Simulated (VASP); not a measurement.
Here is a VASP 6.6.1 calculation.

The input INCAR:

```
PREC = Accurate
ENCUT = 520
EDIFF = 1E-6
ISMEAR = 0
SIGMA = 0.01
LREAL = False
LASPH = True
NELM = 60
ALGO = Normal
ISIF = 2
LWAVE = False
LCHARG = False
GGA = PE
NBANDS = 28
```

File KPOINTS:

```
Automatic mesh
0
Gamma
  6 6 2
```

File POSCAR:

```
SnO
1.0
    3.2981563320      0.0000000000      0.0000000000
   -1.6490781660      2.8562871691      0.0000000000
    0.0000000000      0.0000000000      9.2163701104
Sn O
2 2
Direct
    0.3333333333      0.6666666667     -0.0066374682
    0.6666666667      0.3333333333      0.4933625318
    0.3333333333      0.6666666667      0.3816374682
    0.6666666667      0.3333333333      0.8816374682
```

Potentials or basis: VASP PAW PBE potentials, release 64 (Sn_d, O).

Command:

```bash
$ cat potpaw_PBE.64/Sn_d/POTCAR potpaw_PBE.64/O/POTCAR > POTCAR
$ mpirun -np 1 vasp_std > vasp.out
```

Question: Predict the band gap on the k mesh.

Answer: 1.39 eV (least direct gap 1.66 eV).

Question: What does it give for the pressure?

Answer: 3.3 GPa.

Question: Estimate the largest force.

Answer: 0.505 eV/Å.

Stress tensor (GPa, compression positive):
```
3.97 0.00 0.00
0.00 3.97 0.00
0.00 0.00 2.11
```

Caveat: the cell stands under pressure; spin-orbit coupling is left out, which moves the levels of the heavy elements. A k mesh can miss the band edges.
